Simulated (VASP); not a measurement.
# MgO (Fm-3m) in VASP: a series of runs, part 2 of 2

VASP 6.6.1. The steps go on from the part before.

## 3. Single point, r2SCAN

This run uses another cell than the first one, of 9.37 Å³/atom, 1.109 times its volume.

POSCAR

```
MgO
1.0
    0.0000000000      2.1085000000      2.1085000000
    2.1085000000      0.0000000000      2.1085000000
    2.1085000000      2.1085000000      0.0000000000
Mg O
1 1
Direct
    0.0000000000      0.0000000000      0.0000000000
    0.5000000000      0.5000000000      0.5000000000
```

INCAR.step1

```
SYSTEM = MgO
ALGO = Normal
EDIFF = 1E-4
ENCUT = 520
GGA = PE
ISMEAR = 0
LASPH = .True.
LCHARG = .False.
LREAL = .False.
LWAVE = .True.
NBANDS = 11
NELM = 80
PREC = Accurate
SIGMA = 0.02
```

INCAR.step2

```
SYSTEM = MgO
ALGO = Normal
EDIFF = 1E-6
ENCUT = 520
ISIF = 2
ISMEAR = 0
ISTART = 1
LASPH = .True.
LCHARG = .True.
LELF = .True.
LMIXTAU = .True.
LREAL = .False.
LVHAR = .True.
LWAVE = .False.
METAGGA = R2SCAN
NBANDS = 11
NELM = 80
PREC = Accurate
SIGMA = 0.02
```

KPOINTS

```
k-points
0
Gamma
  10 10 10
  0 0 0
```

Potentials or basis: VASP PAW PBE potentials, release 64 (Mg, O).

Started as:

```
$ cat potpaw_PBE.64/Mg/POTCAR potpaw_PBE.64/O/POTCAR > POTCAR
$ cp INCAR.step1 INCAR
$ mpirun -np 1 vasp_std > vasp.out
$ cp INCAR.step2 INCAR
$ mpirun -np 1 vasp_std > vasp.out
```

OUTCAR:

```text
SYSTEM = MgO
   EDIFF = 1E-6
   ENCUT = 520
   ISIF = 2
   ISMEAR = 0
   ISTART = 1
   LASPH = .True.
   LREAL = .False.
   METAGGA = R2SCAN
   NELM = 80
   PREC = Accurate

 ion  position               nearest neighbor table
   1  0.000  0.000  0.000-   2 2.11   2 2.11   2 2.11   2 2.11   2 2.11   2 2.11
   2  0.500  0.500  0.500-   1 2.11   1 2.11   1 2.11   1 2.11   1 2.11   1 2.11

  LATTYP: Found a face centered cubic cell.
 ALAT       =     4.2170000000

  Lattice vectors:

 A1 = (   0.0000000000,   2.1085000000,   2.1085000000)
 A2 = (   2.1085000000,   0.0000000000,   2.1085000000)
 A3 = (   2.1085000000,   2.1085000000,   0.0000000000)

Analysis of symmetry for initial positions (statically):
=====================================================================
 Subroutine PRICEL returns:
 Original cell was already a primitive cell.

 Routine SETGRP: Setting up the symmetry group for a
 face centered cubic supercell.

 Subroutine GETGRP returns: Found 48 space group operations
 (whereof 48 operations were pure point group operations)
 out of a pool of 48 trial point group operations.

The static configuration has the point symmetry O_h .

Analysis of symmetry for dynamics (positions and initial velocities):
=====================================================================
 Subroutine PRICEL returns:
 Original cell was already a primitive cell.

 Routine SETGRP: Setting up the symmetry group for a
 face centered cubic supercell.

 Subroutine GETGRP returns: Found 48 space group operations
 (whereof 48 operations were pure point group operations)
 out of a pool of 48 trial point group operations.

The dynamic configuration has the point symmetry O_h .

 Subroutine INISYM returns: Found 48 space group operations
 (whereof 48 operations are pure point group operations),
 and found     1 'primitive' translations

----------------------------------------------------------------------------------------

[... 114 lines left out ...]
  Fermi-wavevector in a.u.,A,eV,Ry     =   1.232503  2.329092 20.668107  1.519063
  Thomas-Fermi vector in A             =   2.367270
   LORBIT       =      0    0 simple, 1 ext, 2 COOP (PROOUT), +10 PAW based schemes
   METAGGA = R2SCAN    functional components
   LHFCALC =     F    Hartree Fock is set to
   AEXX    =    0.0000 exact exchange contribution
   IVDW    =     0    specifies the selected vdW correction
   LEPSILON=     F    determine dielectric tensor
   LRPA    =     F    only Hartree local field effects (RPA)
 non-spin polarized calculation
 Gauss-broadening in eV      SIGMA  =   0.02
  energy-cutoff  :      520.00
  volume of cell :       18.75
 maximum number of plane-waves:       531
 NGX is ok and might be reduce to    24
   NGX = 11   NGY = 11   NGZ = 11

 number of electron       8.0000005 magnetization

 Free energy of the ion-electron system (eV)
  ---------------------------------------------------
  ext. energy  EPLUGINS =         0.00000000
  ---------------------------------------------------
  free energy    TOTEN  =       -16.15936473 eV

  energy without entropy =      -16.15936473  energy(sigma->0) =      -16.15936473

 E-fermi :   2.8906     XC(G=0): -11.5769

 val. band max:        2.7501300011   @ k =   0.0000   0.0000   0.0000
 cond. band min:       8.3186669561   @ k =   0.0000   0.0000   0.0000
 fundamental gap:      5.5685369551
 Fermi energy:         2.8906282838

 k-point     1 :       0.0000    0.0000    0.0000
  band No.  band energies     occupation
      1     -15.4326      2.00000
      2       2.7501      2.00000
      3       2.7501      2.00000
      4       2.7501      2.00000
      5       8.3187      0.00000
      6      19.5627      0.00000
      7      19.5627      0.00000
      8      19.5627      0.00000
      9      23.6981      0.00000
     10      25.4618      0.00000
     11      25.4618      0.00000
[... 309 lines left out ...]
 k-point    24 :       0.4000    0.3000    0.0000
  band No.  band energies     occupation
      1     -14.2349      2.00000
      2      -0.8156      2.00000
      3       1.4368      2.00000
      4       1.6495      2.00000
      5      13.2961      0.00000
      6      13.8751      0.00000
      7      17.4823      0.00000
      8      22.1731      0.00000
      9      22.3943      0.00000
     10      28.9898      0.00000
     11      31.1514      0.00000

 [... further k-points ...]
[... 5 lines left out ...]
  --------------------------------------------------------------------------------------
  -------------------------------------------------------------------------------------
  Total       -0.3053974     -0.3053974     -0.3053974      0.0000000      0.0000000      0.0000000
  in kB      -26.0990771    -26.0990771    -26.0990771      0.0000000      0.0000000      0.0000000
  external PRESSURE =     -26.0990771 kB  Pullay stress =       0.0000000 kB

 VOLUME and BASIS-vectors are now :
 -----------------------------------------------------------------------------
  energy-cutoff  :      520.00
  volume of cell :       18.75
      direct lattice vectors                 reciprocal lattice vectors
     0.000000000  2.108500000  2.108500000    -0.237135404  0.237135404  0.237135404
     2.108500000  0.000000000  2.108500000     0.237135404 -0.237135404  0.237135404
     2.108500000  2.108500000  0.000000000     0.237135404  0.237135404 -0.237135404

 POSITION                                       TOTAL-FORCE (eV/Angst)
 -----------------------------------------------------------------------------------
      0.00000      0.00000      0.00000        -0.000000      0.000000     -0.000000
      2.10850      2.10850      2.10850         0.000000     -0.000000      0.000000
 -----------------------------------------------------------------------------------
    total drift:                               -0.000000     -0.000000      0.000000

  FREE ENERGIE OF THE ION-ELECTRON SYSTEM (eV)
  ---------------------------------------------------
  free  energy   TOTEN  =       -16.1593647282 eV

  energy  without entropy=      -16.1593647282  energy(sigma->0) =      -16.15936473
```

OSZICAR.step1:

```text
N       E                     dE             d eps       ncg     rms          rms(c)
DAV:   1     0.159238926045E+02    0.15924E+02   -0.46155E+03  1138   0.649E+02
DAV:   2    -0.127677863445E+02   -0.28692E+02   -0.27362E+02  1185   0.137E+02
DAV:   3    -0.134652889919E+02   -0.69750E+00   -0.69676E+00  1261   0.186E+01
DAV:   4    -0.134668878327E+02   -0.15988E-02   -0.15988E-02  1127   0.104E+00
DAV:   5    -0.134668929203E+02   -0.50876E-05   -0.50877E-05  1161   0.580E-02    0.722E+00
DAV:   6    -0.119245175749E+02    0.15424E+01   -0.87974E+00  1073   0.163E+01    0.222E+00
DAV:   7    -0.119127480323E+02    0.11770E-01   -0.54841E-02  1115   0.210E+00    0.134E+00
DAV:   8    -0.119075149171E+02    0.52331E-02   -0.27905E-02  1079   0.188E+00    0.239E-01
DAV:   9    -0.119071361771E+02    0.37874E-03   -0.58108E-04  1160   0.168E-01    0.133E-01
DAV:  10    -0.119071267071E+02    0.94699E-05   -0.50888E-04  1088   0.166E-01
   1 F= -.11907127E+02 E0= -.11907127E+02  d E =-.301010E-15
```

Run time: 60 s. Hardware: 1 thread of AMD EPYC 7R13, shared host; peak memory 0.12 GiB.

What came out:

```yaml
Free_energy: -16.1594 eV
Pressure: -2.6 GPa
Band_gap_on_the_k_mesh: 5.57 eV, direct
```

Levels at points of the mesh, in eV from the valence-band top:
```tsv
k point	band 2	band 3	band 4	band 5	band 6	band 7
(0.00, 0.00, 0.00)	0.00	0.00	0.00	5.57	16.81	16.81
(0.50, 0.00, 0.00)	-4.60	-0.67	-0.67	8.78	13.76	17.38
(0.50, 0.50, 0.00)	-4.09	-1.37	-1.37	10.03	11.02	14.25
```

Caveat: the PAW data sets were made with another functional, which shifts forces and pressure a little.

## 4. Single point, r2SCAN (volume scaled by 1.10)

POSCAR

```
MgO
1.0
    0.0000000000      2.1700266214      2.1700266214
    2.1700266214      0.0000000000      2.1700266214
    2.1700266214      2.1700266214      0.0000000000
Mg O
1 1
Direct
    0.0000000000      0.0000000000      0.0000000000
    0.5000000000      0.5000000000      0.5000000000
```

INCAR.step1

```
SYSTEM = MgO
  PREC = Accurate
  ENCUT = 520
  ISMEAR = 0
  SIGMA = 0.02
  LREAL = .False.
  LASPH = .True.
  NELM = 80
  NBANDS = 11
  GGA = PE
  ALGO = Normal
  EDIFF = 1E-4
  LWAVE = .True.
  LCHARG = .False.
```

INCAR.step2

```
SYSTEM = MgO
  PREC = Accurate
  ENCUT = 520
  EDIFF = 1E-6
  ISMEAR = 0
  SIGMA = 0.02
  LREAL = .False.
  LASPH = .True.
  NELM = 80
  ALGO = Normal
  ISIF = 2
  LWAVE = .False.
  LCHARG = .False.
  METAGGA = R2SCAN
  LMIXTAU = .True.
  NBANDS = 11
  ISTART = 1
```

KPOINTS

```
regular mesh
0
Gamma
  10 10 10
  0 0 0
```

Started as:

```
$ cat potpaw_PBE.64/Mg/POTCAR potpaw_PBE.64/O/POTCAR > POTCAR
$ cp INCAR.step1 INCAR
$ mpirun -np 1 vasp_std > vasp.out
$ cp INCAR.step2 INCAR
$ mpirun -np 1 vasp_std > vasp.out
```

Run time: 60 s. Hardware: 1 thread of AMD EPYC 7R13, shared host; peak memory 0.12 GiB.

It converged, with:

```yaml
Free_energy: -16.0686 eV
Pressure: -14.1 GPa
Band_gap_on_the_k_mesh: 4.74 eV, direct
```

Levels at points of the mesh, in eV from the valence-band top:
```
           k point  band 2  band 3  band 4  band 5  band 6  band 7
(0.00, 0.00, 0.00)    0.00    0.00    0.00    4.74   16.30   16.30
(0.50, 0.00, 0.00)   -4.23   -0.58   -0.58    8.21   12.75   16.49
(0.50, 0.50, 0.00)   -3.74   -1.25   -1.25    9.89   10.08   13.31
```

Caveat: the cell differs from its parent crystal (volume scaled by 1.10); the PAW data sets were made with another functional, which shifts forces and pressure a little.

## 5. Single point, r2SCAN

This run uses another cell than the first one, of 9.29 Å³/atom, 1.099 times its volume.

POSCAR

```
MgO
1.0
    0.0000000000      2.1021767760      2.1021767760
    2.1021767760      0.0000000000      2.1021767760
    2.1021767760      2.1021767760      0.0000000000
Mg O
1 1
Direct
    0.0000000000      0.0000000000      0.0000000000
    0.5000000000      0.5000000000      0.5000000000
```

INCAR.step1

```
SYSTEM = MgO
PREC = Accurate
ENCUT = 660
ISMEAR = 0
SIGMA = 0.02
LREAL = .False.
LASPH = .True.
NELM = 120
NBANDS = 15
GGA = PE
ALGO = Normal
EDIFF = 1E-5
LWAVE = .True.
LCHARG = .False.
GGA_COMPAT = .False.
```

INCAR.step2

```
SYSTEM = MgO
PREC = Accurate
ENCUT = 660
EDIFF = 1E-6
ISMEAR = 0
SIGMA = 0.02
LREAL = .False.
LASPH = .True.
NELM = 120
ALGO = Normal
ISIF = 2
LWAVE = .False.
LCHARG = .False.
METAGGA = R2SCAN
LMIXTAU = .True.
NBANDS = 15
ISTART = 1
GGA_COMPAT = .False.
```

KPOINTS is that of step 4.

Potentials or basis: VASP PAW PBE potentials, release 64 (Mg_sv, O).

Started as:

```
$ cat potpaw_PBE.64/Mg_sv/POTCAR potpaw_PBE.64/O/POTCAR > POTCAR
$ cp INCAR.step1 INCAR
$ mpirun -np 1 vasp_std > vasp.out
$ cp INCAR.step2 INCAR
$ mpirun -np 1 vasp_std > vasp.out
```

It took 59 s on 1 thread of Intel Xeon Platinum 8375C at 2.90GHz (Ice Lake), shared host; peak memory 0.16 GiB.

The run converged. Its results:

```
Free energy            : -16.1732 eV
Pressure               : -0.2 GPa
Band gap on the k mesh : 5.71 eV, direct
```

Levels at points of the mesh, in eV from the valence-band top:
```
           k point  band 6  band 7  band 8  band 9  band 10  band 11
(0.00, 0.00, 0.00)    0.00    0.00    0.00    5.71    16.89    16.89
(0.50, 0.00, 0.00)   -4.62   -0.68   -0.68    8.87    13.92    17.56
(0.50, 0.50, 0.00)   -4.10   -1.37   -1.37   10.05    11.24    14.38
```

Caveat: the PAW data sets were made with another functional, which shifts forces and pressure a little.

## 6. Summary

| potentials or basis | cell | cutoff (eV) | second run | gap on the mesh (eV) | pressure (GPa) |
| --- | --- | --- | --- | --- | --- |
| VASP PAW PBE potentials, release 64 (Mg, O) | a = 2.881 Å, angles 60.0°, 2 atoms | 520 | - | 6.68 | 18.0 |
| VASP PAW PBE potentials, release 64 (Mg, O) | a = 2.982 Å, angles 60.0°, 2 atoms | 520 | - | 5.57 | -2.6 |
| VASP PAW PBE potentials, release 64 (Mg, O) | a = 3.069 Å, angles 60.0°, 2 atoms | 520 | - | 4.74 | -14.1 |
| VASP PAW PBE potentials, release 64 (Mg_sv, O) | a = 2.973 Å, angles 60.0°, 2 atoms | 660 | valence_matched | 5.71 | -0.2 |

Alike in all rows: task single point; level r2SCAN; no spin polarisation; k mesh 10 × 10 × 10; smearing gaussian 0.02 eV.

Caveats: the PAW data sets were made with another functional, which shifts forces and pressure a little.

Total energies depend on the potentials used, so only differences within one code and one set of settings carry meaning.

## 7. Comparison with measurements

Step 3. A measured gap of MgO is 7.83 eV (quoted in “Electronic structure of alkaline earth and post-transition metal oxides”, 2009, arxiv:0908.1581); the calculated 5.57 eV misses it by -2.26 eV. The value is that of r2SCAN, without temperature or zero-point motion.

Step 5. A measured gap of MgO is 7.83 eV (quoted in “Electronic structure of alkaline earth and post-transition metal oxides”, 2009, arxiv:0908.1581); the calculated 5.71 eV misses it by -2.12 eV. The value is that of r2SCAN, without temperature or zero-point motion.
